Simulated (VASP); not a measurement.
# TaN (P2_1) in VASP: further runs

Runs on TaN. Level: PBE. Tasks: single point.

All numbers are computed with VASP 6.6.1; they aren't measurements. Logs are shortened: lines on timing, memory, paths and dates and some standing lists are left out, and cuts for length are marked.

### 1 The cell of the first run

The structure is monoclinic, space group P2_1 (No. 4). Conventional cell: a = 2.917 Å, b = 5.914 Å, c = 2.917 Å, α = 90.00°, β = 120.00°, γ = 90.00°. Ta (site symmetry 1) has 6 N at 2.12 to 2.37 Å within 2.8 Å. Within 2.8 Å of N (site symmetry 1) lie 6 Ta at 2.12 to 2.37 Å.

### 2 Single point, PBE (atoms displaced along several vibrational modes)

INCAR

```
ALGO = Normal
EDIFF = 1E-6
ENCUT = 520
GGA = PE
ISIF = 2
ISMEAR = 0
LASPH = T
LCHARG = F
LREAL = F
LWAVE = F
NBANDS = 24
NELM = 100
PREC = Accurate
SIGMA = 0.15
```

KPOINTS

```
k-points
0
Gamma
  15 15 8
```

POSCAR

```
TaN
1.0
    2.9168996769      0.0000000000      0.0000000000
   -1.4584498385      2.5261092205      0.0000000000
    0.0000000000      0.0000000000      5.9142266377
Ta N
2 2
Direct
   -0.0639729031     -0.0593798553      0.0000000000
    0.0639729031      0.0593798553      0.5000000000
    0.3333333333      0.6666666667      0.2500000000
    0.6666666667      0.3333333333      0.7500000000
```

Potentials or basis: VASP PAW PBE potentials, release 64 (Ta_pv, N).

On the command line:

```bash
$ cat potpaw_PBE.64/Ta_pv/POTCAR potpaw_PBE.64/N/POTCAR > POTCAR
$ mpirun -np 1 vasp_std > vasp.out
```

OUTCAR:

```text
EDIFF = 1E-6
   ENCUT = 520
   GGA = PE
   ISIF = 2
   ISMEAR = 0
   LASPH = T
   LREAL = F
   NELM = 100
   PREC = Accurate

 ion  position               nearest neighbor table
   1  0.936  0.941  0.000-   3 2.12   4 2.13   4 2.24   3 2.26   3 2.36   4 2.37   2 2.98   2 2.98

   2  0.064  0.059  0.500-   4 2.12   3 2.13   3 2.24   4 2.26   4 2.36   3 2.37   1 2.98   1 2.98

   3  0.333  0.667  0.250-   1 2.12   2 2.13   2 2.24   1 2.26   1 2.36   2 2.37
   4  0.667  0.333  0.750-   2 2.12   1 2.13   1 2.24   2 2.26   2 2.36   1 2.37

  LATTYP: Found a hexagonal cell.
 ALAT       =     2.9168996769
 C/A-ratio  =     2.0275728660

  Lattice vectors:

 A1 = (   2.9168996769,   0.0000000000,   0.0000000000)
 A2 = (  -1.4584498385,   2.5261092205,   0.0000000000)
 A3 = (   0.0000000000,   0.0000000000,   5.9142266377)

Analysis of symmetry for initial positions (statically):
=====================================================================
 Subroutine PRICEL returns:
 Original cell was already a primitive cell.

 Routine SETGRP: Setting up the symmetry group for a
 hexagonal supercell.

 Subroutine GETGRP returns: Found  2 space group operations
 (whereof  1 operations were pure point group operations)
 out of a pool of 24 trial point group operations.

The static configuration has the point symmetry C_1 .
 The point group associated with its full space group is C_2 .

Analysis of symmetry for dynamics (positions and initial velocities):
=====================================================================
 Subroutine PRICEL returns:
 Original cell was already a primitive cell.

 Routine SETGRP: Setting up the symmetry group for a
 hexagonal supercell.

 Subroutine GETGRP returns: Found  2 space group operations
 (whereof  1 operations were pure point group operations)
 out of a pool of 24 trial point group operations.

The dynamic configuration has the point symmetry C_1 .
 The point group associated with its full space group is C_2 .

 Subroutine INISYM returns: Found  2 space group operations
 (whereof  1 operations are pure point group operations),
 and found     1 'primitive' translations

----------------------------------------------------------------------------------------

                                     Primitive cell

  volume of cell :      43.5784

  direct lattice vectors                    reciprocal lattice vectors
     2.916899677  0.000000000  0.000000000     0.342829754  0.197932851  0.000000000
    -1.458449838  2.526109220  0.000000000     0.000000000  0.395865702  0.000000000
     0.000000000  0.000000000  5.914226638     0.000000000  0.000000000  0.169083815

  length of vectors
     2.916899677  2.916899677  5.914226638     0.395865702  0.395865702  0.169083815

  position of ions in fractional coordinates (direct lattice)
     0.936027097  0.940620145  0.000000000
     0.063972903  0.059379855  0.500000000
     0.333333333  0.666666667  0.250000000
     0.666666667  0.333333333  0.750000000

  ion indices of the primitive-cell ions
   primitive index   ion index
                 1           1
                 2           2
                 3           3
                 4           4

----------------------------------------------------------------------------------------

 KPOINTS: k-points

Automatic generation of k-mesh.
 Grid dimensions read from file:
 generate k-points for:   15   15    8

 Generating k-lattice:

  Cartesian coordinates                     Fractional coordinates (reciprocal lattice)
     0.022855317  0.013195523  0.000000000     0.066666667  0.000000000  0.000000000
     0.000000000  0.026391047  0.000000000     0.000000000  0.066666667  0.000000000
     0.000000000  0.000000000  0.021135477     0.000000000  0.000000000  0.125000000

  Length of vectors
     0.026391047  0.026391047  0.021135477

  Shift w.r.t. Gamma in fractional coordinates (k-lattice)
     0.000000000  0.000000000  0.000000000

 Subroutine IBZKPT returns following result:
 ===========================================

 Found    565 irreducible k-points:

 Following reciprocal coordinates:
            Coordinates               Weight
  0.000000  0.000000  0.000000      1.000000
  0.066667 -0.000000  0.000000      2.000000
  0.000000  0.066667  0.000000      2.000000
 -0.066667  0.066667  0.000000      2.000000
  0.133333 -0.000000  0.000000      2.000000
  0.000000  0.133333  0.000000      2.000000
[... 16 lines left out ...]
  0.066667  0.066667  0.000000      2.000000
 -0.066667  0.133333  0.000000      2.000000
 [... further k-points ...]
   k-points           NKPTS =    565   k-points in BZ     NKDIM =    565   number of bands    NBANDS=     24
   number of dos      NEDOS =    301   number of ions     NIONS =      4
   total plane-waves  NPLWV =  27648
   dimension x,y,z NGX =    24 NGY =   24 NGZ =   48
   dimension x,y,z NGXF=    48 NGYF=   48 NGZF=   96
   ions per type =               2   2
   NGX,Y,Z   is equivalent  to a cutoff of  13.68, 13.68, 13.49 a.u.
   NGXF,Y,Z  is equivalent  to a cutoff of  27.36, 27.36, 26.99 a.u.
 SYSTEM =  unknown system
   PREC   = accura    normal or accurate (medium, high low for compatibility)
   ISTART =      0    job   : 0-new  1-cont  2-samecut
   ICHARG =      2    charge: 1-file 2-atom 10-const
   ISPIN  =      1    spin polarized calculation?
   LNONCOLLINEAR =      F non collinear calculations
   LSORBIT =      F    spin-orbit coupling
   LASPH  =      T    aspherical Exc in radial PAW
   ENCUT  =  520.0 eV  38.22 Ry    6.18 a.u.   5.42  5.42 11.00*2*pi/ulx,y,z
   NELM   =    100;   NELMIN=  2; NELMDL= -5     # of ELM steps
   EDIFF  = 0.1E-05   stopping-criterion for ELM
   LREAL  =      F    real-space projection
   EDIFFG = 0.1E-04   stopping-criterion for IOM
   NSW    =      0    number of steps for IOM
   IBRION =     -1    ionic relax: 0-MD 1-quasi-New 2-CG
   NFREE  =      0    steps in history (QN), initial steepest desc. (CG)
   ISIF   =      2    stress and relaxation
   ISYM   =      2    0-nonsym 1-usesym 2-fastsym
   POTIM  = 0.5000    time-step for ionic-motion
   TEBEG  =    0.0;   TEEND  =   0.0 temperature during run
   PSTRESS=    0.0 pullay stress
   NELECT =      32.0000    total number of electrons
   NUPDOWN=      -1.0000    fix difference up-down
   EMIN   =  10.00;   EMAX   =-10.00  energy-range for DOS
   EFERMI =   0.00;   METHOD = LEGACY
   ISMEAR =     0;   SIGMA  =   0.15  broadening in eV -4-tet -1-fermi 0-gaus
   EFERMI_NEDOS =   21; number of points for ismear=-14 and -15
   IALGO  =     38    algorithm
   IMIX   =      4    mixing-type and parameters
     AMIX     =   0.40;   BMIX     =  1.00
     AMIX_MAG =   1.60;   BMIX_MAG =  1.00
  volume/ion in A,a.u.               =      10.89        73.52
  Fermi-wavevector in a.u.,A,eV,Ry     =   1.476956  2.791043 29.679746  2.181400
  Thomas-Fermi vector in A             =   2.591419
   LORBIT       =      0    0 simple, 1 ext, 2 COOP (PROOUT), +10 PAW based schemes
   GGA     = PE    functional components
   LHFCALC =     F    Hartree Fock is set to
   AEXX    =    0.0000 exact exchange contribution
   IVDW    =     0    specifies the selected vdW correction
   LEPSILON=     F    determine dielectric tensor
   LRPA    =     F    only Hartree local field effects (RPA)
 non-spin polarized calculation
 Gauss-broadening in eV      SIGMA  =   0.15
  energy-cutoff  :      520.00
  volume of cell :       43.58
 maximum number of plane-waves:      1221
 NGX is ok and might be reduce to    24
   NGX = 11   NGY = 11   NGZ = 21

 number of electron      32.0000003 magnetization

 Free energy of the ion-electron system (eV)
  ---------------------------------------------------
  ext. energy  EPLUGINS =         0.00000000
  ---------------------------------------------------
  free energy    TOTEN  =       -43.60958733 eV

  energy without entropy =      -43.59434132  energy(sigma->0) =      -43.60196433

 E-fermi :   8.1938     XC(G=0): -13.2770

 val. band max:        8.1882673025   @ k =   0.0000   0.1333   0.2500
 cond. band min:       8.1944585705   @ k =   0.1333   0.0667   0.0000
 fundamental gap:      0.0061912680
 Fermi energy:         8.1938142819

 k-point     1 :       0.0000    0.0000    0.0000
  band No.  band energies     occupation
      1     -27.4190      2.00000
      2     -26.7053      2.00000
      3     -26.4239      2.00000
      4     -26.4138      2.00000
      5     -26.3819      2.00000
      6     -26.3600      2.00000
[... 16 lines left out ...]
     23      12.4418      0.00000
     24      13.9339      0.00000

 k-point     2 :       0.0667   -0.0000    0.0000
  band No.  band energies     occupation
      1     -27.4072      2.00000
      2     -26.6991      2.00000
      3     -26.4737      2.00000
      4     -26.4264      2.00000
      5     -26.4252      2.00000
      6     -26.3729      2.00000
[... 16 lines left out ...]
     23      12.4200      0.00000
     24      13.8342      0.00000

 k-point     3 :       0.0000    0.0667    0.0000
  band No.  band energies     occupation
      1     -27.4072      2.00000
      2     -26.6991      2.00000
      3     -26.4727      2.00000
      4     -26.4275      2.00000
      5     -26.4235      2.00000
      6     -26.3747      2.00000
[... 16 lines left out ...]
     23      12.4368      0.00000
     24      13.8359      0.00000
[... 514 lines left out ...]
 k-point    23 :       0.0667    0.0667    0.0000
  band No.  band energies     occupation
      1     -27.3843      2.00000
      2     -26.6877      2.00000
      3     -26.5708      2.00000
      4     -26.5135      2.00000
      5     -26.4472      2.00000
      6     -26.3915      2.00000
[... 16 lines left out ...]
     23      12.4526      0.00000
     24      13.6765      0.00000

 k-point    24 :      -0.0667    0.1333    0.0000
  band No.  band energies     occupation
      1     -27.3852      2.00000
      2     -26.6866      2.00000
      3     -26.5620      2.00000
      4     -26.4987      2.00000
      5     -26.4554      2.00000
      6     -26.4077      2.00000
[... 16 lines left out ...]
     23      12.6145      0.00000
     24      13.6652      0.00000

 [... further k-points ...]

------------------------ aborting loop because EDIFF is reached ----------------------------------------

  FORCE on cell =-STRESS in cart. coord.  units (eV):
  Direction    XX          YY          ZZ          XY          YZ          ZX
  --------------------------------------------------------------------------------------
  -------------------------------------------------------------------------------------
  Total        1.0074291      1.2908538      2.2913345      0.3364151      0.0000000      0.0000000
  in kB       37.0385078     47.4587239     84.2417737     12.3684259      0.0000000      0.0000000
  external PRESSURE =      56.2463351 kB  Pullay stress =       0.0000000 kB

 VOLUME and BASIS-vectors are now :
 -----------------------------------------------------------------------------
  energy-cutoff  :      520.00
  volume of cell :       43.58
      direct lattice vectors                 reciprocal lattice vectors
     2.916899677  0.000000000  0.000000000     0.342829754  0.197932851  0.000000000
    -1.458449838  2.526109220  0.000000000     0.000000000  0.395865702  0.000000000
     0.000000000  0.000000000  5.914226638     0.000000000  0.000000000  0.169083815

 POSITION                                       TOTAL-FORCE (eV/Angst)
 -----------------------------------------------------------------------------------
      1.35845      2.37611      0.00000         1.248438      1.872561     -0.010436
      0.10000      0.15000      2.95711        -1.248438     -1.872561     -0.010436
     -0.00000      1.68407      1.47856        -0.161373      0.067034      0.010436
      1.45845      0.84204      4.43567         0.161373     -0.067034      0.010436
 -----------------------------------------------------------------------------------
    total drift:                               -0.000000      0.000000     -0.000002

  FREE ENERGIE OF THE ION-ELECTRON SYSTEM (eV)
  ---------------------------------------------------
  free  energy   TOTEN  =       -43.6095873317 eV

  energy  without entropy=      -43.5943413185  energy(sigma->0) =      -43.60196433
```

Run time: 3.7 min. Hardware: 1 thread of Intel Xeon 6975P-C (Granite Rapids), shared host; peak memory 0.58 GiB.

What came out:

- Free energy: -43.6096 eV
- Pressure: 5.6 GPa
- Largest force: 2.251 eV/Å
- Band gap on the k mesh: zero (bands 16 and 17 overlap by 0.68 eV)

Forces on the atoms (eV/Å):
```
Ta   1.248  1.873 -0.010
Ta  -1.248 -1.873 -0.010
N   -0.161  0.067  0.010
N    0.161 -0.067  0.010
```

Levels at points of the mesh, in eV from the Fermi level:
```
           k point  band 12  band 13  band 14  band 15  band 16  band 17  band 18  band 19  band 20  band 21
(0.00, 0.00, 0.00)    -4.22    -3.43    -2.41    -2.32    -0.35    -0.23     0.56     0.73     2.18     3.13
(0.00, 0.00, 0.50)    -3.97    -3.91    -3.91    -0.61    -0.61     0.93     0.93     0.95     0.95     4.12
```

Caveat: the cell differs from its parent crystal (atoms displaced along several vibrational modes); the cell stands under pressure; spin-orbit coupling is left out, which moves the levels of the heavy elements; forces of over 1 eV/Å act on the atoms, so gaps and moduli don't describe the material at rest.

### 3 Single point, PBE (atoms displaced along several vibrational modes)

INCAR

```
SYSTEM = TaN
PREC = Accurate
ENCUT = 520
EDIFF = 1E-6
ISMEAR = 0
SIGMA = 0.15
LREAL = .False.
LASPH = .True.
NELM = 80
ALGO = Normal
ISIF = 2
LWAVE = .False.
LCHARG = .True.
GGA = PE
LELF = .True.
LVHAR = .True.
NBANDS = 24
```

KPOINTS

```
regular mesh
0
Gamma
  15 15 8
  0 0 0
```

POSCAR, as its differences from that of step 2:

```diff
@@ -8,4 +8,4 @@
 Direct
-   -0.0639729031     -0.0593798553      0.0000000000
-    0.0639729031      0.0593798553      0.5000000000
+   -0.0369347728     -0.0395865702      0.0000000000
+    0.0369347728      0.0395865702      0.5000000000
     0.3333333333      0.6666666667      0.2500000000
```

Potentials or basis: VASP PAW PBE potentials, release 64 (Ta_pv, N).

On the command line:

```bash
$ cat potpaw_PBE.64/Ta_pv/POTCAR potpaw_PBE.64/N/POTCAR > POTCAR
$ mpirun -np 1 vasp_std > vasp.out
```

Run time: 3.5 min. Hardware: 1 thread of Intel Xeon 6975P-C (Granite Rapids), shared host; peak memory 0.58 GiB.

It converged, with:

```
Free energy            : -43.8648 eV
Pressure               : 2.7 GPa
Largest force          : 1.457 eV/Å
Band gap on the k mesh : zero (bands 16 and 17 overlap by 0.87 eV)
```

Forces in eV/Å, atoms in the order of the input:
```
Ta   0.652  1.304  0.002
Ta  -0.652 -1.304  0.002
N   -0.052  0.039 -0.002
N    0.052 -0.039 -0.002
```

Stress tensor (GPa, compression positive):
```
1.87 0.36 0.00
0.36 2.41 0.00
0.00 0.00 3.82
```

Levels at points of the mesh, in eV from the Fermi level:
| k point | band 13 | band 14 | band 15 | band 16 | band 17 | band 18 | band 19 | band 20 |
| --- | --- | --- | --- | --- | --- | --- | --- | --- |
| (0.00, 0.00, 0.00) | -3.48 | -2.16 | -2.12 | -0.28 | -0.24 | 0.56 | 0.62 | 2.26 |
| (0.00, 0.00, 0.50) | -3.88 | -3.88 | -0.65 | -0.65 | 0.96 | 0.96 | 0.97 | 0.97 |

Caveat: the cell differs from its parent crystal (atoms displaced along several vibrational modes); spin-orbit coupling is left out, which moves the levels of the heavy elements; forces of over 1 eV/Å act on the atoms, so gaps and moduli don't describe the material at rest.
